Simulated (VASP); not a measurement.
# LiNbO3 (R-3c) in VASP: notebook, part 2 of 2

VASP 6.6.1. The steps go on from the part before.

## (4) Single point, PBE (z stretched by +3 %, then relaxed in part)

INCAR reads:

```
  ALGO = Normal
  EDIFF = 1E-6
  ENCUT = 520
  GGA = PE
  ISIF = 2
  ISMEAR = -1
  LASPH = True
  LCHARG = False
  LREAL = False
  LWAVE = False
  NBANDS = 45
  NELM = 60
  PREC = Accurate
  SIGMA = 0.02
```

KPOINTS reads:

```
k-points
0
Gamma
  7 7 7
```

POSCAR reads:

```
LiNbO3
1.0
    2.5689010133      1.4831556916      4.6345571000
   -2.5689010133      1.4831556916      4.6345571000
    0.0000000000     -2.9663113832      4.6345571000
Li Nb O
2 2 6
Direct
    0.7500000000      0.7500000000      0.7500000000
    0.2500000000      0.2500000000      0.2500000000
    0.5000000000      0.5000000000      0.5000000000
    0.0000000000      0.0000000000      0.0000000000
    0.6254536294      0.8745463706      0.2500000000
    0.2500000000      0.6254536294      0.8745463706
    0.8745463706      0.2500000000      0.6254536294
    0.7500000000      0.3745463706      0.1254536294
    0.3745463706      0.1254536294      0.7500000000
    0.1254536294      0.7500000000      0.3745463706
```

Potentials or basis: VASP PAW PBE potentials, release 64 (Li_sv, Nb_sv, O).

Command:

```bash
> cat potpaw_PBE.64/Li_sv/POTCAR potpaw_PBE.64/Nb_sv/POTCAR potpaw_PBE.64/O/POTCAR > POTCAR
> mpirun -np 1 vasp_std > vasp.out
```

OUTCAR:

```text
EDIFF = 1E-6
   ENCUT = 520
   GGA = PE
   ISIF = 2
   ISMEAR = -1
   LASPH = True
   LREAL = False
   NELM = 60
   PREC = Accurate

 ion  position               nearest neighbor table
   1  0.750  0.750  0.750-   9 1.93   8 1.93  10 1.93
   2  0.250  0.250  0.250-   5 1.93   6 1.93   7 1.93
   3  0.500  0.500  0.500-   7 1.99  10 1.99   8 1.99   6 1.99   9 1.99   5 1.99
   4  0.000  0.000  0.000-   6 1.99   8 1.99   7 1.99  10 1.99   9 1.99   5 1.99
   5  0.625  0.875  0.250-   2 1.93   3 1.99   4 1.99
   6  0.250  0.625  0.875-   2 1.93   4 1.99   3 1.99
   7  0.875  0.250  0.625-   2 1.93   3 1.99   4 1.99
   8  0.750  0.375  0.125-   1 1.93   4 1.99   3 1.99
   9  0.375  0.125  0.750-   1 1.93   3 1.99   4 1.99
  10  0.125  0.750  0.375-   1 1.93   3 1.99   4 1.99

  LATTYP: Found a trigonal (rhomboedric) cell.
 ALAT       =     5.5025560183
 COS(alpha) =     0.5640910453

  Lattice vectors:

 A1 = (   2.5689010133,   1.4831556916,   4.6345571000)
 A2 = (  -2.5689010133,   1.4831556916,   4.6345571000)
 A3 = (   0.0000000000,  -2.9663113832,   4.6345571000)

Analysis of symmetry for initial positions (statically):
=====================================================================
 Subroutine PRICEL returns:
 Original cell was already a primitive cell.

 Routine SETGRP: Setting up the symmetry group for a
 trigonal (rhombohedral) supercell.

 Subroutine GETGRP returns: Found 12 space group operations
 (whereof  6 operations were pure point group operations)
 out of a pool of 12 trial point group operations.

The static configuration has the point symmetry S_6 .
 The point group associated with its full space group is D_3d.

Analysis of symmetry for dynamics (positions and initial velocities):
=====================================================================
 Subroutine PRICEL returns:
 Original cell was already a primitive cell.

 Routine SETGRP: Setting up the symmetry group for a
 trigonal (rhombohedral) supercell.

 Subroutine GETGRP returns: Found 12 space group operations
 (whereof  6 operations were pure point group operations)
 out of a pool of 12 trial point group operations.

The dynamic configuration has the point symmetry S_6 .
 The point group associated with its full space group is D_3d.

 Subroutine INISYM returns: Found 12 space group operations
 (whereof  6 operations are pure point group operations),
 and found     1 'primitive' translations

----------------------------------------------------------------------------------------

                                     Primitive cell

  volume of cell :     105.9482

  direct lattice vectors                    reciprocal lattice vectors
     2.568901013  1.483155692  4.634557100     0.194635760  0.112373008  0.071923449
    -2.568901013  1.483155692  4.634557100    -0.194635760  0.112373008  0.071923449
     0.000000000 -2.966311383  4.634557100     0.000000000 -0.224746016  0.071923449

  length of vectors
     5.502556018  5.502556018  5.502556018     0.235974055  0.235974055  0.235974055

  position of ions in fractional coordinates (direct lattice)
[... 48 lines left out ...]
 Found     44 irreducible k-points:

 Following reciprocal coordinates:
            Coordinates               Weight
  0.000000  0.000000  0.000000      1.000000
  0.142857 -0.000000 -0.000000      6.000000
  0.285714  0.000000 -0.000000      6.000000
  0.428571 -0.000000  0.000000      6.000000
  0.142857  0.142857 -0.000000      6.000000
  0.285714  0.142857 -0.000000     12.000000
[... 16 lines left out ...]
  0.285714  0.285714  0.142857      6.000000
  0.428571  0.285714  0.142857     12.000000
 [... further k-points ...]
   k-points           NKPTS =     44   k-points in BZ     NKDIM =     44   number of bands    NBANDS=     45
   number of dos      NEDOS =    301   number of ions     NIONS =     10
   total plane-waves  NPLWV =  74088
   dimension x,y,z NGX =    42 NGY =   42 NGZ =   42
   dimension x,y,z NGXF=    84 NGYF=   84 NGZF=   84
   ions per type =               2   2   6
   NGX,Y,Z   is equivalent  to a cutoff of  12.69, 12.69, 12.69 a.u.
   NGXF,Y,Z  is equivalent  to a cutoff of  25.38, 25.38, 25.38 a.u.
 SYSTEM =  unknown system
   PREC   = accura    normal or accurate (medium, high low for compatibility)
   ISTART =      0    job   : 0-new  1-cont  2-samecut
   ICHARG =      2    charge: 1-file 2-atom 10-const
   ISPIN  =      1    spin polarized calculation?
   LNONCOLLINEAR =      F non collinear calculations
   LSORBIT =      F    spin-orbit coupling
   LASPH  =      T    aspherical Exc in radial PAW
   ENCUT  =  520.0 eV  38.22 Ry    6.18 a.u.  10.23 10.23 10.23*2*pi/ulx,y,z
   NELM   =     60;   NELMIN=  2; NELMDL= -5     # of ELM steps
   EDIFF  = 0.1E-05   stopping-criterion for ELM
   LREAL  =      F    real-space projection
   EDIFFG = 0.1E-04   stopping-criterion for IOM
   NSW    =      0    number of steps for IOM
   IBRION =     -1    ionic relax: 0-MD 1-quasi-New 2-CG
   NFREE  =      0    steps in history (QN), initial steepest desc. (CG)
   ISIF   =      2    stress and relaxation
   ISYM   =      2    0-nonsym 1-usesym 2-fastsym
   POTIM  = 0.5000    time-step for ionic-motion
   TEBEG  =    0.0;   TEEND  =   0.0 temperature during run
   PSTRESS=    0.0 pullay stress
   NELECT =      68.0000    total number of electrons
   NUPDOWN=      -1.0000    fix difference up-down
   EMIN   =  10.00;   EMAX   =-10.00  energy-range for DOS
   EFERMI =   0.00;   METHOD = LEGACY
   ISMEAR =    -1;   SIGMA  =   0.02  broadening in eV -4-tet -1-fermi 0-gaus
   EFERMI_NEDOS =   21; number of points for ismear=-14 and -15
   IALGO  =     38    algorithm
   IMIX   =      4    mixing-type and parameters
     AMIX     =   0.40;   BMIX     =  1.00
     AMIX_MAG =   1.60;   BMIX_MAG =  1.00
  volume/ion in A,a.u.               =      10.59        71.50
  Fermi-wavevector in a.u.,A,eV,Ry     =   1.412147  2.668571 27.132186  1.994159
  Thomas-Fermi vector in A             =   2.533926
   LORBIT       =      0    0 simple, 1 ext, 2 COOP (PROOUT), +10 PAW based schemes
   GGA     = PE    functional components
   LHFCALC =     F    Hartree Fock is set to
   AEXX    =    0.0000 exact exchange contribution
   IVDW    =     0    specifies the selected vdW correction
   LEPSILON=     F    determine dielectric tensor
   LRPA    =     F    only Hartree local field effects (RPA)
 non-spin polarized calculation
  energy-cutoff  :      520.00
  volume of cell :      105.95
 maximum number of plane-waves:      2886
 NGX is ok and might be reduce to    42
   NGX = 21   NGY = 21   NGZ = 21

 number of electron      67.9999993 magnetization

 Free energy of the ion-electron system (eV)
  ---------------------------------------------------
  ext. energy  EPLUGINS =         0.00000000
  ---------------------------------------------------
  free energy    TOTEN  =       -79.69065517 eV

  energy without entropy =      -79.69065517  energy(sigma->0) =      -79.69065517

 E-fermi :   4.2890     XC(G=0): -10.8167

 val. band max:        3.7480463850   @ k =  -0.1429   0.1429   0.0000
 cond. band min:       6.3003906504   @ k =   0.4286   0.4286   0.0000
 fundamental gap:      2.5523442654
 Fermi energy:         4.2890433079

 k-point     1 :       0.0000    0.0000    0.0000
  band No.  band energies     occupation
      1     -50.7368      2.00000
      2     -50.7212      2.00000
      3     -38.9536      2.00000
      4     -38.9517      2.00000
      5     -26.9646      2.00000
      6     -26.9646      2.00000
[... 1141 lines left out ...]
     44      12.9537      0.00000
     45      14.0424      0.00000

 [... further k-points ...]
[... 5 lines left out ...]
  --------------------------------------------------------------------------------------
  -------------------------------------------------------------------------------------
  Total        3.2225825      3.2225825      0.5304421      0.0000000      0.0000000      0.0000000
  in kB       48.7327623     48.7327623      8.0214893      0.0000000      0.0000000      0.0000000
  external PRESSURE =      35.1623380 kB  Pullay stress =       0.0000000 kB

 VOLUME and BASIS-vectors are now :
 -----------------------------------------------------------------------------
  energy-cutoff  :      520.00
  volume of cell :      105.95
      direct lattice vectors                 reciprocal lattice vectors
     2.568901013  1.483155692  4.634557100     0.194635760  0.112373008  0.071923449
    -2.568901013  1.483155692  4.634557100    -0.194635760  0.112373008  0.071923449
     0.000000000 -2.966311383  4.634557100     0.000000000 -0.224746016  0.071923449

 POSITION                                       TOTAL-FORCE (eV/Angst)
 -----------------------------------------------------------------------------------
      0.00000      0.00000     10.42775         0.000000     -0.000000      0.000000
      0.00000      0.00000      3.47592         0.000000     -0.000000      0.000000
      0.00000      0.00000      6.95184         0.000000     -0.000000      0.000000
      0.00000      0.00000      0.00000         0.000000     -0.000000      0.000000
     -0.63989      1.48316      8.11047         0.027020     -0.000000     -0.000000
     -0.96450     -1.29574      8.11047        -0.013510      0.023400      0.000000
      1.60440     -0.18741      8.11047        -0.013510     -0.023400      0.000000
      0.96450      1.29574      5.79320         0.013510     -0.023400      0.000000
      0.63989     -1.48316      5.79320        -0.027020     -0.000000     -0.000000
     -1.60440      0.18741      5.79320         0.013510      0.023400      0.000000
 -----------------------------------------------------------------------------------
    total drift:                               -0.000000      0.000000      0.000000

  FREE ENERGIE OF THE ION-ELECTRON SYSTEM (eV)
  ---------------------------------------------------
  free  energy   TOTEN  =       -79.6906551705 eV

  energy  without entropy=      -79.6906551705  energy(sigma->0) =      -79.69065517
```

It took 6.1 min on 1 thread of Intel Xeon Platinum 8488C (Sapphire Rapids), shared host; peak memory 0.35 GiB.

Results:

- Free energy: -79.6907 eV
- Largest force: 0.027 eV/Å
- Band gap on the k mesh: 2.55 eV (least direct gap 2.68 eV)

Forces in eV/Å, atoms in the order of the input:
```
Li   0.000  0.000  0.000
Li   0.000  0.000  0.000
Nb   0.000  0.000  0.000
Nb   0.000  0.000  0.000
O    0.027  0.000  0.000
O   -0.014  0.023  0.000
O   -0.014 -0.023  0.000
O    0.014 -0.023  0.000
O   -0.027  0.000  0.000
O    0.014  0.023  0.000
```

Caveat: the cell differs from its parent crystal (z stretched by +3 %, then relaxed in part); the cutoff is under 1.25 times the usual one of these potentials, so pressure, stress and relaxed cells hold a basis-set (Pulay) error.

## (5) The runs side by side

```tsv
cell	gap on the mesh (eV)	largest force (eV/Å)
a = 5.425 Å, angles 56.9°, 10 atoms, atomic positions A	2.61	0.03
a = 5.465 Å, angles 56.1°, 10 atoms, atomic positions B	2.60	0.03
a = 5.503 Å, angles 55.7°, 10 atoms, atomic positions C	2.55	0.03
```

Alike in all rows: task single point; level PBE; potentials or basis VASP PAW PBE potentials, release 64 (Li_sv, Nb_sv, O); no spin polarisation; k mesh 7 × 7 × 7; cutoff (eV) 520; smearing fermi-dirac 0.02 eV.

Caveats: the cutoff is under 1.25 times the usual one of these potentials, so pressure, stress and relaxed cells hold a basis-set (Pulay) error.

Absolute energies hang on the potentials; compare differences alone.
